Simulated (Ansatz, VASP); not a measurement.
# SnO2: VASP beside Ansatz

```
CELL_PARAMETERS angstrom
0.00000 2.62464 2.62464
2.62464 0.00000 2.62464
2.62464 2.62464 0.00000
ATOMIC_POSITIONS crystal
Sn 0.00000 0.00000 0.00000
O 0.75000 0.75000 0.75000
O 0.25000 0.25000 0.25000
```

Alike in both runs: task single point; functional r2SCAN; k mesh 9 × 9 × 9; occupations fermi-dirac, width 0.05 eV; no spin polarisation.

```csv
,VASP,Ansatz
version,VASP 6.6.1,Ansatz 0.2.0
potentials or method,"VASP PAW PBE potentials, release 64 (Sn_d, O)",Ansatz PAW
plane-wave cutoff (eV),520,500
valence electrons in the cell,26,26
```

```tsv
	VASP	Ansatz	Ansatz less VASP
gap on the k mesh at the Fermi level (eV)	none	none	-
pressure (GPa)	-17.7	-18.6	-0.85
```

VASP's potentials were made for PBE, not for r2SCAN. A gap of «none» marks a metal or a gap that the smearing closes. The functional is the same, so the differences come from potentials, cutoffs and numerics.
